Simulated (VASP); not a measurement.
Set up this calculation in VASP 6.6.1, as the native input.

| Property | Result |
| --- | --- |
| Task | single point |
| Functional | PBE |
| Potentials or basis | VASP PAW PBE potentials, release 64 (Rb_sv) |
| Cutoff | 520 eV |
| k mesh | 9 × 9 × 6 |
| Occupations | gaussian, width 0.1 eV |
| Spin | no spin polarisation |
| Dipole correction | no |
| Further INCAR settings | ALGO = Fast; EDIFF = 1e-07; NBANDS = 16 |

The structure of Rb lies in POSCAR:

```
Rb
1.0
    5.2719421299      0.0000000000      0.0000000000
   -2.6359710650      4.5656358117      0.0000000000
    0.0000000000      0.0000000000      8.6202698240
Rb
2
Direct
    0.3333333300      0.6666666700      0.2796136322
    0.6666666700      0.3333333300      0.7203863678
```

This cell differs from its parent crystal: strained and its atoms moved.

One way to write it, as run:

INCAR

```
SYSTEM = Rb
  ALGO = Fast
  EDIFF = 1E-7
  ENCUT = 520
  GGA = PE
  ISIF = 2
  ISMEAR = 0
  LASPH = .TRUE.
  LCHARG = .FALSE.
  LREAL = .FALSE.
  LWAVE = .FALSE.
  NBANDS = 16
  NELM = 60
  PREC = Accurate
  SIGMA = 0.1
```

KPOINTS

```
k-points
0
G
  9 9 6
  0 0 0
```

Potentials or basis: VASP PAW PBE potentials, release 64 (Rb_sv).

Command:

```bash
$ cat potpaw_PBE.64/Rb_sv/POTCAR > POTCAR
$ mpirun -np 1 vasp_std > vasp.out
```

Results of the run:

| Property | Result |
| --- | --- |
| Pressure | -0.2 GPa |
| Largest force | 0.117 eV/Å |
| Band gap on the k mesh | zero (bands 9 and 10 overlap by 1.96 eV) |

Caveat: the cell differs from its parent crystal (strained and its atoms moved).

Run time: 2.6 min on 1 thread of Oxide Virtual Turin-like Processor (shared host), peak memory 0.36 GiB.
